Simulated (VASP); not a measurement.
Write the native input for VASP 6.6.1 that does the following.

| Quantity | Value |
| --- | --- |
| Task | single point |
| Functional | PBE |
| Potentials or basis | VASP PAW PBE potentials, release 64 (Pt) |
| Cutoff | 520 eV |
| k mesh | 6 × 6 × 6 |
| Occupations | gaussian, width 0.2 eV |
| Spin | no spin polarisation |
| Dipole correction | no |
| Further INCAR settings | ALGO = Fast; EDIFF = 1e-07; NBANDS = 50 |

The structure of Pt lies in POSCAR:

```
Pt
1.0
    0.0000000000      0.0000000000      5.4715368000
   -3.4006944000      3.4006944000      2.7357684000
   -3.4006944000     -3.4006944000      2.7357684000
Pt
8
Direct
    0.2500000000      1.0000000000      0.0000000000
    0.2500000000      1.0000000000      0.5000000000
    0.7500000000      0.5000000000      1.0000000000
    0.7500000000      0.5000000000      0.5000000000
    0.2500000000      0.5000000000      0.0000000000
    0.2500000000      0.5000000000      0.5000000000
    0.7500000000      0.0000000000      0.0000000000
    0.7500000000      0.0000000000      0.5000000000
```

One way to write it, as run:

INCAR

```
SYSTEM = Pt
PREC = Accurate
ENCUT = 520
EDIFF = 1E-7
ISMEAR = 0
SIGMA = 0.2
LREAL = .False.
LASPH = .True.
NELM = 60
ALGO = Fast
ISIF = 2
LWAVE = .False.
LCHARG = .True.
GGA = PE
LELF = .True.
LVHAR = .True.
NBANDS = 50
```

KPOINTS

```
Automatic mesh
0
Gamma
  6 6 6
  0 0 0
```

Potentials or basis: VASP PAW PBE potentials, release 64 (Pt).

Run with:

```sh
$ cat potpaw_PBE.64/Pt/POTCAR > POTCAR
$ mpirun -np 1 vasp_std > vasp.out
```

Results of the run:

* Pressure: -0.5 GPa
* Band gap on the k mesh: zero (bands 40 and 41 overlap by 1.70 eV)

Caveat: spin-orbit coupling is left out, which moves the levels of the heavy elements.

It took 4.4 min on 1 thread of Intel(R) Xeon(R) Platinum 8488C (Sapphire Rapids) (shared host), peak memory 0.32 GiB.
